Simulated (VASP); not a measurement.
# Al16H in VASP: notebook

The runs below take Al16H through single point, with PBE.

Everything below comes from runs of VASP 6.6.1. Logs are shortened: lines on timing, memory, paths and dates and some standing lists are left out, and cuts for length are marked.

## Step 1: The cell of the first run

The cell holds a slab with vacuum, 17 atoms: a = 5.714 Å, b = 8.080 Å, c = 19.743 Å, α = 90.00°, β = 90.00°, γ = 90.00°.

## Step 2: Single point, PBE

Input file INCAR:

```
SYSTEM = Al16H
ALGO = Normal ; DIPOL = 0.5 0.5 0.320
EDIFF = 1E-6 ; ENCUT = 520
GGA = PE ; IDIPOL = 3
ISIF = 2 ; ISMEAR = 0
LASPH = .True. ; LCHARG = .False.
LDIPOL = .True. ; LREAL = Auto
LWAVE = .False. ; NBANDS = 38
NELM = 100 ; PREC = Accurate
SIGMA = 0.1
```

Input file KPOINTS:

```
k-points
0
Gamma
  5 4 1
  0 0 0
```

Input file POSCAR:

```
Al16H
1.0
    5.7135165839      0.0000000000      0.0000000000
    0.0000000000      8.0801326418      0.0000000000
    0.0000000000      0.0000000000     19.7432786746
Al H
16 1
Direct
    0.2500000000      0.2500000000      0.2026005947
    0.2500000000      0.7500000000      0.2026005947
    0.7500000000      0.2500000000      0.2026005947
    0.7500000000      0.7500000000      0.2026005947
    0.0000000000      0.0000000000      0.2749482108
    0.0000000000      0.5000000000      0.2749482108
    0.5000000000      0.0000000000      0.2749482108
    0.5000000000      0.5000000000      0.2749482108
    0.2500000000      0.2500000000      0.3495466417
    0.2500000000      0.7500000000      0.3495466417
    0.7500000000      0.2500000000      0.3495466417
    0.7500000000      0.7500000000      0.3495466417
    0.0000000000      0.0000000000      0.4175232904
    0.0000000000      0.5000000000      0.4175232904
    0.5000000000      0.0000000000      0.4175232904
    0.5000000000      0.5000000000      0.4175232904
    0.0000000000      0.1666666667      0.4683849844
```

Potentials or basis: VASP PAW PBE potentials, release 64 (Al, H).

Command:

```bash
> cat potpaw_PBE.64/Al/POTCAR potpaw_PBE.64/H/POTCAR > POTCAR
> mpirun -np 1 vasp_std > vasp.out
```

OUTCAR:

```text
SYSTEM = Al16H
   EDIFF = 1E-6
   ENCUT = 520
   GGA = PE
   ISIF = 2
   ISMEAR = 0
   LASPH = .True.
   LREAL = Auto
   NELM = 100
   PREC = Accurate

 ion  position               nearest neighbor table
   1  0.250  0.250  0.203-   3 2.86   3 2.86   6 2.86   7 2.86   8 2.86   5 2.86   9 2.90
   2  0.250  0.750  0.203-   4 2.86   4 2.86   6 2.86   7 2.86   8 2.86   5 2.86  10 2.90
   3  0.750  0.250  0.203-   1 2.86   1 2.86   6 2.86   7 2.86   8 2.86   5 2.86  11 2.90
   4  0.750  0.750  0.203-   2 2.86   2 2.86   6 2.86   7 2.86   8 2.86   5 2.86  12 2.90
   5  0.000  0.000  0.275-  13 2.81   7 2.86   7 2.86   4 2.86   1 2.86   2 2.86   3 2.86  11 2.88
                            12 2.88   9 2.88  10 2.88
   6  0.000  0.500  0.275-  14 2.81   8 2.86   8 2.86   4 2.86   1 2.86   2 2.86   3 2.86  11 2.88
                            12 2.88   9 2.88  10 2.88
   7  0.500  0.000  0.275-  15 2.81   5 2.86   5 2.86   4 2.86   1 2.86   2 2.86   3 2.86  11 2.88
                            12 2.88   9 2.88  10 2.88
   8  0.500  0.500  0.275-  16 2.81   6 2.86   6 2.86   4 2.86   1 2.86   2 2.86   3 2.86  11 2.88
                            12 2.88   9 2.88  10 2.88
   9  0.250  0.250  0.350-  13 2.81  14 2.81  15 2.81  16 2.81  11 2.86  11 2.86   7 2.88   8 2.88
                             5 2.88   6 2.88   1 2.90
  10  0.250  0.750  0.350-  13 2.81  14 2.81  15 2.81  16 2.81  12 2.86  12 2.86   7 2.88   8 2.88
                             5 2.88   6 2.88   2 2.90
  11  0.750  0.250  0.350-  13 2.81  14 2.81  15 2.81  16 2.81   9 2.86   9 2.86   7 2.88   8 2.88
[... 5 lines left out ...]
  14  0.000  0.500  0.418-   9 2.81  10 2.81  11 2.81  12 2.81   6 2.81  16 2.86  16 2.86
  15  0.500  0.000  0.418-   9 2.81  10 2.81  11 2.81  12 2.81   7 2.81  13 2.86  13 2.86
  16  0.500  0.500  0.418-   9 2.81  10 2.81  11 2.81  12 2.81   8 2.81  14 2.86  14 2.86
  17  0.000  0.167  0.468-  13 1.68

  LATTYP: Found a simple orthorhombic cell.
 ALAT       =     5.7135165839
 B/A-ratio  =     1.4142135624
 C/A-ratio  =     3.4555388760

  Lattice vectors:

 A1 = (   5.7135165839,   0.0000000000,   0.0000000000)
 A2 = (   0.0000000000,   8.0801326418,   0.0000000000)
 A3 = (   0.0000000000,   0.0000000000,  19.7432786746)

Analysis of symmetry for initial positions (statically):
=====================================================================
 Subroutine PRICEL returns:
 Original cell was already a primitive cell.

 Routine SETGRP: Setting up the symmetry group for a
 simple orthorhombic supercell.

 Subroutine GETGRP returns: Found  2 space group operations
 (whereof  2 operations were pure point group operations)
 out of a pool of  8 trial point group operations.

The static configuration has the point symmetry C_1h.

Analysis of symmetry for dynamics (positions and initial velocities):
=====================================================================
 Subroutine PRICEL returns:
[... 142 lines left out ...]
     AMIX     =   0.40;   BMIX     =  1.00
     AMIX_MAG =   1.60;   BMIX_MAG =  1.00
  volume/ion in A,a.u.               =      53.62       361.82
  Fermi-wavevector in a.u.,A,eV,Ry     =   0.617864  1.167594  5.194110  0.381756
  Thomas-Fermi vector in A             =   1.676102
   LORBIT       =      0    0 simple, 1 ext, 2 COOP (PROOUT), +10 PAW based schemes
   GGA     = PE    functional components
   LHFCALC =     F    Hartree Fock is set to
   AEXX    =    0.0000 exact exchange contribution
   IVDW    =     0    specifies the selected vdW correction
   LEPSILON=     F    determine dielectric tensor
   LRPA    =     F    only Hartree local field effects (RPA)
 non-spin polarized calculation
 Gauss-broadening in eV      SIGMA  =   0.10
  energy-cutoff  :      520.00
  volume of cell :      911.47
 maximum number of plane-waves:     24626
   NGX = 21   NGY = 31   NGZ = 73

 dipolmoment           0.000000      0.000000     -0.156418 electrons x Angstroem

 number of electron      48.9999998 magnetization

 dipolmoment           0.000000      0.000000      0.039622 electrons x Angstroem

 Free energy of the ion-electron system (eV)
  ---------------------------------------------------
  ext. energy  EPLUGINS =         0.00000000
  ---------------------------------------------------
  free energy    TOTEN  =       -57.59850416 eV

  energy without entropy =      -57.56009766  energy(sigma->0) =      -57.57930091

 E-fermi :  -0.5912     XC(G=0):  -4.0236

 val. band max:       -0.6106535993   @ k =   0.0000   0.2500   0.0000
 cond. band min:      -0.5907283347   @ k =   0.0000   0.2500   0.0000
 fundamental gap:      0.0199252646
 Fermi energy:        -0.5912240568

 k-point     1 :       0.0000    0.0000    0.0000
  band No.  band energies     occupation
      1     -10.8017      2.00000
      2      -8.6318      2.00000
      3      -8.5528      2.00000
      4      -8.4189      2.00000
      5      -6.5073      2.00000
      6      -6.3288      2.00000
[... 340 lines left out ...]
     35       2.0736      0.00000
     36       2.0806      0.00000
 [bands above 36 left out]

------------------------ aborting loop because EDIFF is reached ----------------------------------------

 vacuum level on the upper side and lower side of the slab       (xc-potential included)         0.041        -0.130

  FORCE on cell =-STRESS in cart. coord.  units (eV):
  Direction    XX          YY          ZZ          XY          YZ          ZX
  --------------------------------------------------------------------------------------
  -------------------------------------------------------------------------------------
  Total      -11.5280726     -3.4694680     -1.1931874      0.0000000     -0.6794950      0.0000000
  in kB      -20.2640397     -6.0986290     -2.0973841      0.0000000     -1.1944160      0.0000000
  external PRESSURE =      -9.4866843 kB  Pullay stress =       0.0000000 kB

 VOLUME and BASIS-vectors are now :
 -----------------------------------------------------------------------------
  energy-cutoff  :      520.00
  volume of cell :      911.47
      direct lattice vectors                 reciprocal lattice vectors
     5.713516584  0.000000000  0.000000000     0.175023558  0.000000000  0.000000000
     0.000000000  8.080132642  0.000000000     0.000000000  0.123760345  0.000000000
     0.000000000  0.000000000 19.743278675     0.000000000  0.000000000  0.050650149

 POSITION                                       TOTAL-FORCE (eV/Angst)
 -----------------------------------------------------------------------------------
      1.42838      2.02003      4.00000        -0.059092      0.020060      0.214160
      1.42838      6.06010      4.00000         0.128154     -0.031483      0.221285
      4.28514      2.02003      4.00000         0.059092      0.020060      0.214160
      4.28514      6.06010      4.00000        -0.128154     -0.031483      0.221285
      0.00000      0.00000      5.42838         0.000000      0.102869     -0.147272
      0.00000      4.04007      5.42838         0.000000     -0.048436     -0.192648
[... 9 lines left out ...]
      2.85676      4.04007      8.24328         0.000000     -0.004123     -0.044734
      0.00000      1.34669      9.24746         0.000000     -0.334144     -0.012809
 -----------------------------------------------------------------------------------
    total drift:                               -0.000000     -0.000963     -0.000678

  FREE ENERGIE OF THE ION-ELECTRON SYSTEM (eV)
  ---------------------------------------------------
  free  energy   TOTEN  =       -57.5985041639 eV

  energy  without entropy=      -57.5600976625  energy(sigma->0) =      -57.57930091

 vacuum level on the upper side and lower side of the slab         3.667         3.479
```

Run time: 8.9 min. Hardware: 1 thread of Intel Xeon Platinum 8259CL at 2.50GHz (Skylake/Cascade Lake), shared host; peak memory 0.81 GiB.

What came out:

| Item | Value |
| --- | --- |
| Free energy | -57.5985 eV |
| Largest force | 0.414 eV/Å |
| Band gap on the k mesh | zero (an odd number of electrons rules out a gap without spin polarisation) |

Forces on the atoms (eV/Å):
```
Al  -0.059  0.020  0.214
Al   0.128 -0.031  0.221
Al   0.059  0.020  0.214
Al  -0.128 -0.031  0.221
Al   0.000  0.103 -0.147
Al   0.000 -0.048 -0.193
Al   0.000 -0.056 -0.217
Al   0.000  0.044 -0.232
Al   0.081  0.031 -0.173
Al   0.073  0.089  0.070
Al  -0.081  0.031 -0.173
Al  -0.073  0.089  0.070
Al   0.000  0.280  0.305
Al   0.000 -0.061  0.053
Al   0.000 -0.141 -0.176
Al   0.000 -0.004 -0.045
H    0.000 -0.334 -0.013
```

## Step 3: Single point, PBE

Input file INCAR:

```
PREC = Accurate ; ENCUT = 520
EDIFF = 1E-6 ; ISMEAR = 0
SIGMA = 0.1 ; LREAL = Auto
LASPH = T ; NELM = 80
ALGO = Normal ; ISIF = 2
LWAVE = F ; LCHARG = T
LDIPOL = T ; IDIPOL = 3
DIPOL = 0.5 0.5 0.321 ; GGA = PE
LELF = T ; LVHAR = T
LVACPOTAV = T ; NBANDS = 38
```

Input file KPOINTS:

```
Automatic mesh
0
Gamma
  5 4 1
```

POSCAR: that of step 2 with these lines changed.

```diff
@@ -24,2 +24,2 @@
     0.5000000000      0.5000000000      0.4175232904
-    0.0000000000      0.1666666667      0.4683849844
+    0.1666666667      0.0000000000      0.4854986483
```

Potentials or basis: VASP PAW PBE potentials, release 64 (Al, H).

Command:

```bash
> cat potpaw_PBE.64/Al/POTCAR potpaw_PBE.64/H/POTCAR > POTCAR
> mpirun -np 1 vasp_std > vasp.out
```

It took 9.8 min on 1 thread of Intel Xeon Platinum 8259CL at 2.50GHz (Skylake/Cascade Lake), shared host; peak memory 0.81 GiB.

Results (log left out):

| Item | Value |
| --- | --- |
| Free energy | -57.7412 eV |
| Largest force | 0.508 eV/Å |
| Band gap on the k mesh | zero (an odd number of electrons rules out a gap without spin polarisation) |

Forces on the atoms (eV/Å):
```
Al   0.001 -0.007  0.224
Al   0.001  0.007  0.224
Al   0.064  0.006  0.234
Al   0.064 -0.006  0.234
Al  -0.111  0.000 -0.224
Al  -0.072  0.000 -0.172
Al   0.192  0.000 -0.230
Al  -0.009  0.000 -0.202
Al   0.087  0.042 -0.099
Al   0.087 -0.042 -0.099
Al   0.003 -0.032 -0.001
Al   0.003  0.032 -0.001
Al  -0.508  0.000 -0.007
Al   0.002  0.000  0.029
Al   0.261  0.000  0.074
Al  -0.017  0.000  0.017
H   -0.049  0.000 -0.001
```

Levels at points of the mesh, in eV from the Fermi level:
| k point | band 20 | band 21 | band 22 | band 23 | band 24 | band 25 | band 26 | band 27 | band 28 | band 29 |
| --- | --- | --- | --- | --- | --- | --- | --- | --- | --- | --- |
| (0.00, 0.00, 0.00) | -1.65 | -1.56 | -0.85 | -0.82 | -0.57 | -0.46 | -0.15 | 0.21 | 0.37 | 1.23 |
| (0.00, 0.50, 0.00) | -1.15 | -0.95 | -0.94 | -0.87 | -0.87 | -0.30 | 0.20 | 0.24 | 0.27 | 1.12 |
